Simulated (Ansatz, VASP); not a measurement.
One calculation of NiO, two programs

Contents of INCAR:

```
ALGO = Normal ; EDIFF = 1E-6
ENCUT = 600 ; GGA = CA
GGA_COMPAT = F ; ISIF = 2
ISMEAR = 0 ; LASPH = T
LCHARG = F ; LDAU = T
LDAUJ = 0 0 ; LDAUL = 2 -1
LDAUPRINT = 1 ; LDAUTYPE = 2
LDAUU = 4 0 ; LMAXMIX = 4
LREAL = F ; LWAVE = F
NBANDS = 32 ; NELM = 200
PREC = Accurate ; SIGMA = 0.05
```

The input KPOINTS:

```
k-points
0
Gamma
  8 8 8
```

POSCAR

```
NiO
1.0
    0.0000000000      2.0913095100      2.0913095100
    2.0913095100      0.0000000000      2.0913095100
    4.1826190200      4.1826190200      0.0000000000
Ni O
2 2
Direct
    0.0000000000      0.0000000000      0.0000000000
    0.0000000000      0.0000000000      0.5000000000
    0.5000000000      0.5000000000      0.2500000000
    0.5000000000      0.5000000000      0.7500000000
```

Input for Ansatz:

```yaml
crystal:
  lattice:
    - [0.0, 2.09130951, 2.09130951]
    - [2.09130951, 0.0, 2.09130951]
    - [4.18261902, 4.18261902, 0.0]
  atoms:
    - { symbol: Ni, position: [0.0, 0.0, 0.0] }
    - { symbol: O, position: [0.5, 0.5, 0.25] }
    - { symbol: Ni, position: [0.0, 0.0, 0.5] }
    - { symbol: O, position: [0.5, 0.5, 0.75] }
basis:
  ecutwfc: 420
  ecutrho_ratio: 4
kpoints:
  mp_grid: { grid: [8, 8, 8] }
hamiltonian:
  xc: lda
  hubbard:
    sites: [{ site: 0, l: d, u_eff: 4.0 }, { site: 2, l: d, u_eff: 4.0 }]
scf:
  occupations: { method: gaussian, width: 0.05 }
  lower_state_search: "off"
  max_iter: 150
output:
  forces: true
  stress: true
  eigenvalues: true
  populations: true
  hubbard: { sites: [{ site: 0, l: d }, { site: 2, l: d }] }
```

Alike in both runs: task single point; functional LDA; k mesh 8 × 8 × 8; occupations gaussian, width 0.05 eV; no spin polarisation; Hubbard terms Ni d U = 4.0 eV.

|  | VASP | Ansatz |
| --- | --- | --- |
| version | VASP 6.6.1 | Ansatz 0.2.0 |
| potentials or method | VASP PAW LDA potentials, release 64 (Ni_sv_GW, O), cutoff 600 eV | scalar-relativistic, plane waves, PAW |
| valence electrons in the cell | 48 | 48 |

|  | VASP | Ansatz | Ansatz less VASP |
| --- | --- | --- | --- |
| gap on the k mesh at the Fermi level (eV) | none | none | - |
| pressure (GPa) | -23.6 | -20.5 | +3.10 |

LDA's correlation is that of Perdew and Zunger in VASP and of Perdew and Wang (1992) in Ansatz. The programs project onto different local orbitals, so the same U acts differently, and such runs can settle in different states. A gap of «none» marks a metal or a gap that the smearing closes. Ansatz's warnings: filled band counts differ across k points.
